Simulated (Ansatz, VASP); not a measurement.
**Ag in VASP and in Ansatz**

```
Ag
1.0
     0.00000    2.02715    2.02715
     2.02715    0.00000    2.02715
     2.02715    2.02715    0.00000
Ag
1
Direct
  0.00000 0.00000 0.00000
```

Alike in both runs: functional PBEsol; k mesh 16 × 16 × 16; occupations fermi-dirac, width 0.1 eV; no spin polarisation.

Ansatz relaxed the structure, and its values are those at the end. VASP's run is a single point on that final structure, the one shown.

|  | VASP | Ansatz |
| --- | --- | --- |
| version | VASP 6.6.1 | Ansatz 0.2.0 |
| potentials or method | VASP PAW PBE potentials, release 64 (Ag) | PAW with Ansatz's default frozen-core files, scalar-relativistic |
| plane-wave cutoff (eV) | 520 | 420 |
| valence electrons in the cell | 11 | 19 |

Ansatz gave:

```
pressure (GPa) : 0.0
```

Q: Which values does VASP return?

A: Pressure (GPa): -0.2.

VASP's potentials were made for PBE, not for PBEsol. With one functional, cell and mesh, what is left measures potentials, basis and numerics. VASP's potentials hold 11 valence electrons a cell and Ansatz's 19, so a difference there can come from the potentials and not from the codes.
